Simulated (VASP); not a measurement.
# ScInCu4 (F-43m) in VASP: a series of runs, part 2 of 2

VASP 6.6.1. Earlier steps stand in the parts before.

**3. Single point, LDA**

INCAR reads:

```
  PREC = Accurate
  ENCUT = 520
  EDIFF = 1E-6
  ISMEAR = -1
  SIGMA = 0.05
  LREAL = F
  LASPH = T
  NELM = 80
  ALGO = Normal
  ISIF = 2
  LWAVE = F
  LCHARG = T
  LELF = T
  LVHAR = T
  NBANDS = 43
```

KPOINTS reads:

```
regular mesh
0
Gamma
  8 8 8
```

POSCAR reads:

```
ScInCu4
1.0
    0.0000000000      3.4431230996      3.4431230996
    3.4431230996      0.0000000000      3.4431230996
    3.4431230996      3.4431230996      0.0000000000
Sc In Cu
1 1 4
Direct
    0.0000000000      0.0000000000      0.0000000000
    0.2500000000      0.2500000000      0.2500000000
    0.1246664188      0.6251111937      0.6251111937
    0.6251111937      0.6251111937      0.6251111937
    0.6251111937      0.6251111937      0.1246664188
    0.6251111937      0.1246664188      0.6251111937
```

Potentials or basis: VASP PAW LDA potentials, release 64 (Sc_sv, In_d, Cu).

Launch:

```bash
$ cat potpaw_LDA.64/Sc_sv/POTCAR potpaw_LDA.64/In_d/POTCAR potpaw_LDA.64/Cu/POTCAR > POTCAR
$ mpirun -np 1 vasp_std > vasp.out
```

OUTCAR:

```text
PREC = Accurate
   ENCUT = 520
   EDIFF = 1E-6
   ISMEAR = -1
   LREAL = F
   LASPH = T
   NELM = 80
   ISIF = 2

 ion  position               nearest neighbor table
   1  0.000  0.000  0.000-   5 2.85   6 2.85   3 2.85   5 2.85   3 2.85   6 2.85   4 2.85   4 2.85
                             4 2.85   3 2.85   5 2.85   6 2.85   2 2.98   2 2.98   2 2.98   2 2.98
   2  0.250  0.250  0.250-   3 2.86   5 2.86   6 2.86   4 2.86   4 2.86   4 2.86   3 2.86   3 2.86
                             5 2.86   6 2.86   5 2.86   6 2.86   1 2.98   1 2.98   1 2.98   1 2.98
   3  0.125  0.625  0.625-   4 2.43   5 2.43   6 2.43   4 2.44   5 2.44   6 2.44   1 2.85   1 2.85
                             1 2.85   2 2.86   2 2.86   2 2.86
   4  0.625  0.625  0.625-   3 2.43   5 2.43   6 2.43   5 2.44   6 2.44   3 2.44   1 2.85   1 2.85
                             1 2.85   2 2.86   2 2.86   2 2.86
   5  0.625  0.625  0.125-   3 2.43   4 2.43   6 2.43   4 2.44   6 2.44   3 2.44   1 2.85   1 2.85
                             1 2.85   2 2.86   2 2.86   2 2.86
   6  0.625  0.125  0.625-   3 2.43   4 2.43   5 2.43   5 2.44   4 2.44   3 2.44   1 2.85   1 2.85
                             1 2.85   2 2.86   2 2.86   2 2.86

  LATTYP: Found a face centered cubic cell.
 ALAT       =     6.8862461992

  Lattice vectors:

 A1 = (   0.0000000000,   3.4431230996,   3.4431230996)
[... 193 lines left out ...]
      1     -40.6929      2.00000
      2     -19.7025      2.00000
      3     -19.7025      2.00000
      4     -19.7025      2.00000
      5      -5.9969      2.00000
      6      -5.9969      2.00000
[... 1093 lines left out ...]
     42      14.1704      0.00000
     43      14.7201      0.00000

 [... further k-points ...]

------------------------ aborting loop because EDIFF is reached ----------------------------------------

  FORCE on cell =-STRESS in cart. coord.  units (eV):
  Direction    XX          YY          ZZ          XY          YZ          ZX
  --------------------------------------------------------------------------------------
  -------------------------------------------------------------------------------------
  Total        0.3640166      0.3640166      0.3640166      0.0000000      0.0000000      0.0000000
  in kB        7.1440432      7.1440432      7.1440432      0.0000000      0.0000000      0.0000000
  external PRESSURE =       7.1440432 kB  Pullay stress =       0.0000000 kB

 VOLUME and BASIS-vectors are now :
 -----------------------------------------------------------------------------
  energy-cutoff  :      520.00
  volume of cell :       81.64
      direct lattice vectors                 reciprocal lattice vectors
     0.000000000  3.443123100  3.443123100    -0.145216998  0.145216998  0.145216998
     3.443123100  0.000000000  3.443123100     0.145216998 -0.145216998  0.145216998
     3.443123100  3.443123100  0.000000000     0.145216998  0.145216998 -0.145216998

 POSITION                                       TOTAL-FORCE (eV/Angst)
 -----------------------------------------------------------------------------------
      0.00000      0.00000      0.00000        -0.000000      0.000000      0.000000
      1.72156      1.72156      1.72156         0.000000      0.000000      0.000000
      4.30467      2.58158      2.58158         0.000714     -0.000714     -0.000714
      4.30467      4.30467      4.30467         0.000714      0.000714      0.000714
      2.58158      2.58158      4.30467        -0.000714     -0.000714      0.000714
      2.58158      4.30467      2.58158        -0.000714      0.000714     -0.000714
 -----------------------------------------------------------------------------------
    total drift:                               -0.000000     -0.000000     -0.000001

  FREE ENERGIE OF THE ION-ELECTRON SYSTEM (eV)
  ---------------------------------------------------
  free  energy   TOTEN  =       -30.6110043781 eV

  energy  without entropy=      -30.6078809129  energy(sigma->0) =      -30.60944265
```

Wall time 90 s (1 thread of AMD EPYC 9R45 (Zen 5), shared host); peak memory 0.2 GiB.

Results:

| Property | Result |
| --- | --- |
| Free energy | -30.6110 eV |
| Pressure | 0.7 GPa |
| Band gap on the k mesh | zero (bands 34 and 35 overlap by 0.30 eV) |

Caveat: spin-orbit coupling is left out, which moves the levels of the heavy elements.

**4. Relaxation of cell and atoms, LDA**

This run uses another cell than the first one, of 14.37 Å³/atom.

INCAR reads:

```
SYSTEM = ScInCu4
  PREC = Accurate
  ENCUT = 600
  EDIFF = 1E-6
  ISMEAR = -1
  SIGMA = 0.05
  LREAL = .False.
  LASPH = .True.
  NELM = 80
  ALGO = Normal
  ISIF = 3
  LWAVE = .False.
  LCHARG = .False.
  GGA = CA
  IBRION = 2
  NSW = 70
  EDIFFG = -0.005
```

KPOINTS reads:

```
regular mesh
0
Gamma
  8 8 8
  0 0 0
```

POSCAR reads:

```
ScInCu4
1.0
    0.0000000000      3.5060120400      3.5060120400
    3.5060120400      0.0000000000      3.5060120400
    3.5060120400      3.5060120400      0.0000000000
Sc In Cu
1 1 4
Direct
    0.0000000000      0.0000000000      0.0000000000
    0.2500000000      0.2500000000      0.2500000000
    0.1245401000      0.6251533000      0.6251533000
    0.6251533000      0.6251533000      0.6251533000
    0.6251533000      0.6251533000      0.1245401000
    0.6251533000      0.1245401000      0.6251533000
```

Launch:

```bash
$ cat potpaw_LDA.64/Sc_sv/POTCAR potpaw_LDA.64/In_d/POTCAR potpaw_LDA.64/Cu/POTCAR > POTCAR
$ mpirun -np 1 vasp_std > vasp.out
```

It took 6 min on 1 thread of AMD EPYC 9R45 (Zen 5), shared host; peak memory 0.25 GiB.

The run converged. Its results:

| Property | Result |
| --- | --- |
| Free energy | -30.6132 eV |
| Relaxed volume | 13.67 Å³/atom |
| Relaxed cell | a = 4.877 Å, b = 4.877 Å, c = 4.877 Å, α = 60.00°, β = 60.00°, γ = 60.00° |
| Space group after relaxing (to 0.1 Å) | F-43m (No. 216) |
| Energy gained by relaxing | 14.2 meV/atom |
| Ionic steps | 7 |
| Pressure after relaxing | 0.0 GPa |
| Largest force after relaxing | 0.004 eV/Å |
| Band gap on the k mesh | zero (bands 34 and 35 overlap by 0.30 eV) |

Forces on the atoms (eV/Å):
```
Sc   0.000  0.000  0.000
In   0.000  0.000  0.000
Cu   0.002 -0.002 -0.002
Cu   0.002  0.002  0.002
Cu  -0.002 -0.002  0.002
Cu  -0.002  0.002 -0.002
```

The path:
| step | energy change (eV) | largest force (eV/Å) | pressure (GPa) | volume (Å³) |
| --- | --- | --- | --- | --- |
| 1 | 0.0000 | 0.0075 | -6.40 | 86.19 |
| 2 | -0.0398 | 0.0320 | 5.25 | 79.23 |
| 3 | -0.0853 | 0.0142 | -0.11 | 82.08 |
| 4 | -0.0853 | 0.0147 | 0.03 | 82.00 |
| 5 | -0.0853 | 0.0023 | 0.09 | 82.00 |
| 6 | -0.0853 | 0.0032 | 0.13 | 82.00 |
| 7 | -0.0853 | 0.0041 | 0.01 | 82.02 |

Final structure:
```
Sc In Cu
1.0
     0.00000    3.44852    3.44852
     3.44852    0.00000    3.44852
     3.44852    3.44852    0.00000
Sc In Cu
1 1 4
Cartesian
  0.0000 0.0000 0.0000
  1.7243 1.7243 1.7243
  4.3114 2.5856 2.5856
  4.3114 4.3114 4.3114
  2.5856 2.5856 4.3114
  2.5856 4.3114 2.5856
```

Levels at points of the mesh, in eV from the Fermi level:
| k point | band 32 | band 33 | band 34 | band 35 | band 36 | band 37 |
| --- | --- | --- | --- | --- | --- | --- |
| (0.00, 0.00, 0.00) | -1.34 | -1.34 | -0.63 | 0.15 | 0.15 | 1.90 |
| (0.50, 0.00, 0.00) | -0.75 | -0.75 | -0.74 | 1.03 | 1.03 | 1.07 |
| (0.50, 0.50, 0.00) | -2.23 | -0.75 | -0.75 | -0.28 | 1.35 | 1.53 |

Caveat: spin-orbit coupling is left out, which moves the levels of the heavy elements.
